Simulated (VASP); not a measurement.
# PbSe (P1) in VASP: single point with PBE

Aim: the single point of PbSe with PBE.

All numbers are computed with VASP 6.6.1; they aren't measurements. Logs are shortened: lines on timing, memory, paths and dates and some standing lists are left out, and cuts for length are marked.

## Step 1: The cell of the first run

The typed cell holds 8 atoms: a = 4.375 Å, b = 6.212 Å, c = 8.765 Å, α = 90.26°, β = 90.40°, γ = 90.49°.

## Step 2: Single point, PBE

Contents of INCAR:

```
SYSTEM = PbSe
  PREC = Accurate
  ENCUT = 520
  EDIFF = 1E-6
  ISMEAR = 0
  SIGMA = 0.1
  LREAL = .False.
  LASPH = .True.
  NELM = 80
  ALGO = Normal
  ISIF = 2
  LWAVE = .False.
  LCHARG = .False.
  GGA = PE
  NBANDS = 50
```

Contents of KPOINTS:

```
Automatic mesh
0
Gamma
  4 4 2
  0 0 0
```

Contents of POSCAR:

```
PbSe
1.0
    4.3747295302      0.0000000000      0.0000000000
   -0.0532517584      6.2114273024      0.0000000000
   -0.0604532957     -0.0401987732      8.7645022238
Pb Se
4 4
Direct
    0.3651414486      0.5157717372      0.0643048452
    0.3670755662      0.5140092581      0.5533286693
    0.8717317555      0.0197196213      0.3202711167
    0.8632566625      0.0125865751      0.7978600902
    0.8834812229      0.4800678640      0.3065522973
    0.8855687883      0.4855778978      0.8232225684
    0.3843064775      0.9905566401      0.5783858084
    0.3794380784      0.9817104063      0.0560746045
```

Potentials or basis: VASP PAW PBE potentials, release 64 (Pb_d, Se).

Command:

```console
$ cat potpaw_PBE.64/Pb_d/POTCAR potpaw_PBE.64/Se/POTCAR > POTCAR
$ mpirun -np 1 vasp_std > vasp.out
```

OUTCAR:

```text
SYSTEM = PbSe
   PREC = Accurate
   ENCUT = 520
   EDIFF = 1E-6
   ISMEAR = 0
   LREAL = .False.
   LASPH = .True.
   NELM = 80
   ISIF = 2
   GGA = PE

 ion  position               nearest neighbor table
   1  0.365  0.516  0.064-   8 2.90   6 2.97   5 3.01   5 3.11   6 3.12   8 3.32
   2  0.367  0.514  0.553-   7 2.97   5 3.02   5 3.15   6 3.18   7 3.26   6 3.27
   3  0.872  0.020  0.320-   5 2.86   7 3.12   8 3.16   7 3.18   8 3.23   5 3.35
   4  0.863  0.013  0.798-   7 2.84   6 2.95   7 3.00   8 3.11   8 3.19   6 3.28
   5  0.883  0.480  0.307-   3 2.86   1 3.01   2 3.02   1 3.11   2 3.15   3 3.35
   6  0.886  0.486  0.823-   4 2.95   1 2.97   1 3.12   2 3.18   2 3.27   4 3.28
   7  0.384  0.991  0.578-   4 2.84   2 2.97   4 3.00   3 3.12   3 3.18   2 3.26
   8  0.379  0.982  0.056-   1 2.90   4 3.11   3 3.16   4 3.19   3 3.23   1 3.32

  LATTYP: Found a triclinic cell.
 ALAT       =     4.3747295302
 B/A-ratio  =     1.7436875624
 C/A-ratio  =     2.0035073788
 COS(alpha) =     0.0002691368
 COS(beta)  =     0.0068972795
 COS(gamma) =     0.5804781802

  Lattice vectors:

 A1 = (   4.3747295302,   0.0000000000,   0.0000000000)
 A2 = (   4.4279812886,  -6.2114273024,   0.0000000000)
 A3 = (   0.0604532957,   0.0401987732,  -8.7645022238)

Analysis of symmetry for initial positions (statically):
=====================================================================
 Subroutine PRICEL returns:
 Original cell was already a primitive cell.

 Routine SETGRP: Setting up the symmetry group for a
 triclinic supercell.

 Subroutine GETGRP returns: Found  1 space group operations
 (whereof  1 operations were pure point group operations)
 out of a pool of  2 trial point group operations.

The static configuration has the point symmetry C_1 .

Analysis of symmetry for dynamics (positions and initial velocities):
=====================================================================
 Subroutine PRICEL returns:
 Original cell was already a primitive cell.

 Routine SETGRP: Setting up the symmetry group for a
 triclinic supercell.

 Subroutine GETGRP returns: Found  1 space group operations
 (whereof  1 operations were pure point group operations)
 out of a pool of  2 trial point group operations.

The dynamic configuration has the point symmetry C_1 .

 Subroutine INISYM returns: Found  1 space group operations
 (whereof  1 operations are pure point group operations),
 and found     1 'primitive' translations

----------------------------------------------------------------------------------------

                                     Primitive cell

  volume of cell :     238.1606

  direct lattice vectors                    reciprocal lattice vectors
     4.374729530  0.000000000  0.000000000     0.228585560  0.001959708  0.001585661
    -0.053251758  6.211427302  0.000000000     0.000000000  0.160993593  0.000738404
    -0.060453296 -0.040198773  8.764502224     0.000000000  0.000000000  0.114096611

  length of vectors
     4.374729530  6.211655567  8.764802894     0.228599460  0.160995287  0.114096611

  position of ions in fractional coordinates (direct lattice)
     0.365141449  0.515771737  0.064304845
     0.367075566  0.514009258  0.553328669
     0.871731756  0.019719621  0.320271117
     0.863256662  0.012586575  0.797860090
     0.883481223  0.480067864  0.306552297
     0.885568788  0.485577898  0.823222568
     0.384306477  0.990556640  0.578385808
     0.379438078  0.981710406  0.056074604

  ion indices of the primitive-cell ions
   primitive index   ion index
                 1           1
                 2           2
                 3           3
                 4           4
                 5           5
                 6           6
                 7           7
                 8           8

----------------------------------------------------------------------------------------

 KPOINTS: Automatic mesh

Automatic generation of k-mesh.
 Grid dimensions read from file:
 generate k-points for:    4    4    2

 Generating k-lattice:

  Cartesian coordinates                     Fractional coordinates (reciprocal lattice)
     0.057146390  0.000489927  0.000396415     0.250000000 -0.000000000 -0.000000000
     0.000000000  0.040248398  0.000184601     0.000000000  0.250000000  0.000000000
     0.000000000  0.000000000  0.057048305     0.000000000  0.000000000  0.500000000

  Length of vectors
     0.057149865  0.040248822  0.057048305

  Shift w.r.t. Gamma in fractional coordinates (k-lattice)
     0.000000000  0.000000000  0.000000000

 Subroutine IBZKPT returns following result:
 ===========================================

 Found     20 irreducible k-points:

 Following reciprocal coordinates:
            Coordinates               Weight
  0.000000  0.000000  0.000000      1.000000
  0.250000 -0.000000 -0.000000      2.000000
  0.500000 -0.000000 -0.000000      1.000000
  0.000000  0.250000  0.000000      2.000000
  0.250000  0.250000  0.000000      2.000000
  0.500000  0.250000  0.000000      2.000000
[... 12 lines left out ...]
  0.250000  0.500000  0.500000      2.000000
  0.500000  0.500000  0.500000      1.000000
   k-points           NKPTS =     20   k-points in BZ     NKDIM =     20   number of bands    NBANDS=     50
   number of dos      NEDOS =    301   number of ions     NIONS =      8
   total plane-waves  NPLWV = 120960
   dimension x,y,z NGX =    36 NGY =   48 NGZ =   70
   dimension x,y,z NGXF=    72 NGYF=   96 NGZF=  140
   ions per type =               4   4
   NGX,Y,Z   is equivalent  to a cutoff of  13.68, 12.85, 13.28 a.u.
   NGXF,Y,Z  is equivalent  to a cutoff of  27.36, 25.69, 26.55 a.u.
 SYSTEM =  PbSe
   PREC   = accura    normal or accurate (medium, high low for compatibility)
   ISTART =      0    job   : 0-new  1-cont  2-samecut
   ICHARG =      2    charge: 1-file 2-atom 10-const
   ISPIN  =      1    spin polarized calculation?
   LNONCOLLINEAR =      F non collinear calculations
   LSORBIT =      F    spin-orbit coupling
   LASPH  =      T    aspherical Exc in radial PAW
   ENCUT  =  520.0 eV  38.22 Ry    6.18 a.u.   8.13 11.55 16.30*2*pi/ulx,y,z
   NELM   =     80;   NELMIN=  2; NELMDL= -5     # of ELM steps
   EDIFF  = 0.1E-05   stopping-criterion for ELM
   LREAL  =      F    real-space projection
   EDIFFG = 0.1E-04   stopping-criterion for IOM
   NSW    =      0    number of steps for IOM
   IBRION =     -1    ionic relax: 0-MD 1-quasi-New 2-CG
   NFREE  =      0    steps in history (QN), initial steepest desc. (CG)
   ISIF   =      2    stress and relaxation
   ISYM   =      2    0-nonsym 1-usesym 2-fastsym
   POTIM  = 0.5000    time-step for ionic-motion
   TEBEG  =    0.0;   TEEND  =   0.0 temperature during run
   PSTRESS=    0.0 pullay stress
   NELECT =      80.0000    total number of electrons
   NUPDOWN=      -1.0000    fix difference up-down
   EMIN   =  10.00;   EMAX   =-10.00  energy-range for DOS
   EFERMI =   0.00;   METHOD = LEGACY
   ISMEAR =     0;   SIGMA  =   0.10  broadening in eV -4-tet -1-fermi 0-gaus
   EFERMI_NEDOS =   21; number of points for ismear=-14 and -15
   IALGO  =     38    algorithm
   IMIX   =      4    mixing-type and parameters
     AMIX     =   0.40;   BMIX     =  1.00
     AMIX_MAG =   1.60;   BMIX_MAG =  1.00
  volume/ion in A,a.u.               =      29.77       200.90
  Fermi-wavevector in a.u.,A,eV,Ry     =   1.138016  2.150538 17.620625  1.295079
  Thomas-Fermi vector in A             =   2.274720
   LORBIT       =      0    0 simple, 1 ext, 2 COOP (PROOUT), +10 PAW based schemes
   GGA     = PE    functional components
   LHFCALC =     F    Hartree Fock is set to
   AEXX    =    0.0000 exact exchange contribution
   IVDW    =     0    specifies the selected vdW correction
   LEPSILON=     F    determine dielectric tensor
   LRPA    =     F    only Hartree local field effects (RPA)
 non-spin polarized calculation
 Gauss-broadening in eV      SIGMA  =   0.10
  energy-cutoff  :      520.00
  volume of cell :      238.16
 maximum number of plane-waves:      6442
 NGX is ok and might be reduce to    36
   NGX = 17   NGY = 23   NGZ = 33

 number of electron      80.0000000 magnetization

 Free energy of the ion-electron system (eV)
  ---------------------------------------------------
  ext. energy  EPLUGINS =         0.00000000
  ---------------------------------------------------
  free energy    TOTEN  =       -32.52777684 eV

  energy without entropy =      -32.52776382  energy(sigma->0) =      -32.52777033

 E-fermi :   4.7919     XC(G=0):  -9.3487

 val. band max:        4.5512380413   @ k =   0.5000   0.5000   0.0000
 cond. band min:       5.0298251130   @ k =   0.5000   0.5000   0.0000
 fundamental gap:      0.4785870717
 Fermi energy:         4.7919070286

 k-point     1 :       0.0000    0.0000    0.0000
  band No.  band energies     occupation
      1     -12.3677      2.00000
      2     -12.3002      2.00000
      3     -12.2988      2.00000
      4     -12.2963      2.00000
      5     -12.2928      2.00000
      6     -12.2857      2.00000
[... 42 lines left out ...]
     49       9.1983      0.00000
     50       9.3201      0.00000

 k-point     2 :       0.2500   -0.0000   -0.0000
  band No.  band energies     occupation
      1     -12.3593      2.00000
      2     -12.3247      2.00000
      3     -12.3026      2.00000
      4     -12.2971      2.00000
      5     -12.2871      2.00000
      6     -12.2758      2.00000
[... 42 lines left out ...]
     49       9.0432      0.00000
     50       9.3840      0.00000

 k-point     3 :       0.5000   -0.0000   -0.0000
  band No.  band energies     occupation
      1     -12.3533      2.00000
      2     -12.3527      2.00000
      3     -12.3077      2.00000
      4     -12.2984      2.00000
      5     -12.2768      2.00000
      6     -12.2700      2.00000
[... 890 lines left out ...]
     49       8.7828      0.00000
     50       8.8364      0.00000

 k-point    20 :       0.5000    0.5000    0.5000
  band No.  band energies     occupation
      1     -12.3323      2.00000
      2     -12.3196      2.00000
      3     -12.3062      2.00000
      4     -12.2966      2.00000
      5     -12.2771      2.00000
      6     -12.2752      2.00000
[... 42 lines left out ...]
     49       8.4977      0.00000
     50       8.5488      0.00000

------------------------ aborting loop because EDIFF is reached ----------------------------------------

  FORCE on cell =-STRESS in cart. coord.  units (eV):
  Direction    XX          YY          ZZ          XY          YZ          ZX
  --------------------------------------------------------------------------------------
  -------------------------------------------------------------------------------------
  Total        1.9395230      2.1703598      1.4364810      0.0296470     -0.0393326      1.0167423
  in kB       13.0477508     14.6006590      9.6636366      0.1994443     -0.2646024      6.8399293
  external PRESSURE =      12.4373488 kB  Pullay stress =       0.0000000 kB

 VOLUME and BASIS-vectors are now :
 -----------------------------------------------------------------------------
  energy-cutoff  :      520.00
  volume of cell :      238.16
      direct lattice vectors                 reciprocal lattice vectors
     4.374729530  0.000000000  0.000000000     0.228585560  0.001959708  0.001585661
    -0.053251758  6.211427302  0.000000000     0.000000000  0.160993593  0.000738404
    -0.060453296 -0.040198773  8.764502224     0.000000000  0.000000000  0.114096611

 POSITION                                       TOTAL-FORCE (eV/Angst)
 -----------------------------------------------------------------------------------
      1.56604      3.20109      0.56360         0.093353     -0.090343     -0.313940
      1.54503      3.17049      4.84965         0.000837     -0.064448      0.315696
      3.79318      0.10961      2.80702        -0.041055     -0.248336     -0.532708
      3.72761      0.04611      6.99285         0.209893     -0.027572      0.835771
      3.82089      2.96958      2.68678        -0.048962      0.207754      0.423565
      3.79850      2.98304      7.21514        -0.051369      0.072040     -0.434544
      1.59352      6.12952      5.06926        -0.228039      0.002976     -0.760092
      1.60427      6.09557      0.49147         0.065343      0.147930      0.466253
 -----------------------------------------------------------------------------------
    total drift:                                0.000122     -0.000141      0.000272

  FREE ENERGIE OF THE ION-ELECTRON SYSTEM (eV)
  ---------------------------------------------------
  free  energy   TOTEN  =       -32.5277768430 eV

  energy  without entropy=      -32.5277638182  energy(sigma->0) =      -32.52777033
```

It took 2.6 min on 1 thread of AMD EPYC 9R45 (Zen 5), shared host; peak memory 0.4 GiB.

What came out:

```yaml
Free_energy: -32.5278 eV
Pressure: 1.2 GPa
Largest_force: 0.862 eV/Å
Band_gap_on_the_k_mesh: 0.48 eV
```

Forces on the atoms (eV/Å):
```
Pb   0.093 -0.090 -0.314
Pb   0.001 -0.064  0.316
Pb  -0.041 -0.248 -0.533
Pb   0.210 -0.028  0.836
Se  -0.049  0.208  0.424
Se  -0.051  0.072 -0.435
Se  -0.228  0.003 -0.760
Se   0.065  0.148  0.466
```

Stress tensor (GPa, compression positive):
```
 1.30  0.02  0.68
 0.02  1.46 -0.03
 0.68 -0.03  0.97
```

Caveat: spin-orbit coupling is left out, which moves the levels of the heavy elements. A k mesh can miss the band edges.
